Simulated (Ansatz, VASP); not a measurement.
**Te2Mo in VASP and in Ansatz**

INCAR

```
SYSTEM = Te2Mo
PREC = Accurate
ENCUT = 520
EDIFF = 1E-6
ISMEAR = -1
SIGMA = 0.05
LREAL = .FALSE.
LASPH = .TRUE.
NELM = 80
ALGO = Normal
ISIF = 2
LWAVE = .FALSE.
LCHARG = .TRUE.
GGA = CA
LELF = .TRUE.
LVHAR = .TRUE.
NBANDS = 20
```

KPOINTS

```
Automatic mesh
0
G
  9 9 2
  0 0 0
```

The input POSCAR:

```
Te2Mo
1.0
    3.6070833553      0.0000000000      0.0000000000
   -1.8035416776      3.1238258192      0.0000000000
    0.0000000000      0.0000000000     17.7546639734
Te Mo
2 1
Direct
    0.3333333333      0.6666666667      0.1021445500
    0.3333333333      0.6666666667      0.8978554500
    0.0000000000      0.0000000000      0.0000000000
```

input.yaml

```yaml
crystal:
  lattice:
    - [3.6070833553, 0.0, 0.0]
    - [-1.8035416776, 3.1238258192, 0.0]
    - [0.0, 0.0, 17.7546639734]
  atoms:
    - { symbol: Te, position: [0.3333333333, 0.6666666667, 0.10214455] }
    - { symbol: Te, position: [0.3333333333, 0.6666666667, 0.89785545] }
    - { symbol: Mo, position: [0.0, 0.0, 0.0] }
hamiltonian:
  xc: lda
  pseudopotentials: { kind: paw }
kpoints:
  mp_grid: { grid: [9, 9, 2] }
scf:
  occupations: { method: fermi_dirac, width: 0.05 }
output:
  forces: true
  stress: true
  eigenvalues: true
```

Alike in both runs: task single point; functional LDA; k mesh 9 × 9 × 2; occupations fermi-dirac, width 0.05 eV; no spin polarisation.

|  | VASP | Ansatz |
| --- | --- | --- |
| version | VASP 6.6.1 | Ansatz 0.2.0 |
| potentials or method | VASP PAW LDA potentials, release 64 (Te, Mo_sv) | Ansatz PAW |
| plane-wave cutoff (eV) | 520 | 420 |
| valence electrons in the cell | 26 | 46 |

Ansatz gave:

```
gap on the k mesh at the Fermi level (eV) : 0.98
least direct gap on the mesh (eV)         : 0.98
rms of the force components (eV/Å)        : 0.435
```

**Question.** Estimate VASP's values.

**Answer.** gap on the k mesh at the Fermi level (eV): 0.98; least direct gap on the mesh (eV): 0.98; rms of the force components (eV/Å): 0.414.

LDA's correlation is that of Perdew and Zunger in VASP and of Perdew and Wang (1992) in Ansatz. Atom by atom the forces differ by 0.022 eV/Å (rms over components). VASP's potentials hold 26 valence electrons a cell and Ansatz's 46, so a difference there can come from the potentials and not from the codes.

Neither program's run includes spin-orbit coupling. Noted on Ansatz's run: odd divisions of the mesh miss points on the zone boundary, where band edges often lie, so the gap on the mesh can be too wide.
